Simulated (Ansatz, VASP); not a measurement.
## Al in VASP and in Ansatz

```
CELL_PARAMETERS angstrom
4.54673 0.00000 0.00000
-2.27337 3.93758 0.00000
0.00000 0.00000 2.75393
ATOMIC_POSITIONS crystal
Al 0.33333 0.66667 0.50000
Al 0.66667 0.33333 0.50000
```

Alike in both runs: task relaxation of cell and atoms; functional r2SCAN; dispersion D4; k mesh 7 × 7 × 10; occupations fermi-dirac, width 0.05 eV; no spin polarisation.

|  | VASP | Ansatz |
| --- | --- | --- |
| version | VASP 6.6.1 | Ansatz 0.2.0 |
| potentials or method | VASP PAW PBE potentials, release 64 (Al) | Ansatz PAW |
| plane-wave cutoff (eV) | 600 | 500 |
| valence electrons in the cell | 6 | 6 |

VASP gave:

- gap on the k mesh at the Fermi level, each at its own relaxed structure (eV): none
- relaxed volume (Å³/atom): 23.87
- relaxed cell length with the largest relative difference (Å): 2.715

Question: Estimate Ansatz's values.

Answer: gap on the k mesh at the Fermi level, each at its own relaxed structure (eV): none; relaxed volume (Å³/atom): 23.94; relaxed cell length with the largest relative difference (Å): 2.718.

VASP's potentials were made for PBE, not for r2SCAN. A gap of «none» marks a metal or a gap that the smearing closes.

Noted on Ansatz's run: the plane-wave basis is chosen anew once the cell has moved, so the energies of steps on either side of that aren't comparable.
